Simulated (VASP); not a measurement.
Wanted: the native input for a VASP 6.6.1 run.

* Task: single point
* Functional: PBE
* Potentials or basis: VASP PAW PBE potentials, release 64 (Cd, S, Hg)
* Cutoff: 520 eV
* k mesh: 6 × 6 × 4
* Occupations: gaussian, width 0.01 eV
* Spin: no spin polarisation
* Dipole correction: no
* Further INCAR settings: ALGO = Normal; EDIFF = 1e-06; NBANDS = 26

The structure of CdHgS2 lies in POSCAR:

```
CdHgS2
1.0
    4.1808544805      0.0000000000      0.0000000000
    0.0000000000      4.1808544805      0.0000000000
    0.0000000000      0.0000000000      5.8842973448
Cd S Hg
1 2 1
Direct
    0.0000000000      0.0000000000      0.0000000000
    0.0000000000      0.5000000000      0.2465594813
    0.5000000000      0.0000000000      0.7534405187
    0.5000000000      0.5000000000      0.5000000000
```

These files were run (other wordings do the same):

INCAR

```
SYSTEM = CdHgS2
ALGO = Normal ; EDIFF = 1E-6
ENCUT = 520 ; GGA = PE
ISIF = 2 ; ISMEAR = 0
LASPH = .TRUE. ; LCHARG = .FALSE.
LREAL = .FALSE. ; LWAVE = .FALSE.
NBANDS = 26 ; NELM = 60
PREC = Accurate ; SIGMA = 0.01
```

KPOINTS

```
k-points
0
G
  6 6 4
  0 0 0
```

Potentials or basis: VASP PAW PBE potentials, release 64 (Cd, S, Hg).

Command:

```console
$ cat potpaw_PBE.64/Cd/POTCAR potpaw_PBE.64/S/POTCAR potpaw_PBE.64/Hg/POTCAR > POTCAR
$ mpirun -np 1 vasp_std > vasp.out
```

It gave:

| Property | Result |
| --- | --- |
| Pressure | 1.8 GPa |
| Largest force | 0.011 eV/Å |
| Band gap on the k mesh | 0.27 eV, direct |

Caveat: spin-orbit coupling is left out, which moves the levels of the heavy elements.

It took 46 s on 1 thread of Intel(R) Xeon(R) Platinum 8488C (Sapphire Rapids), with other jobs on the host, peak memory 0.26 GiB.
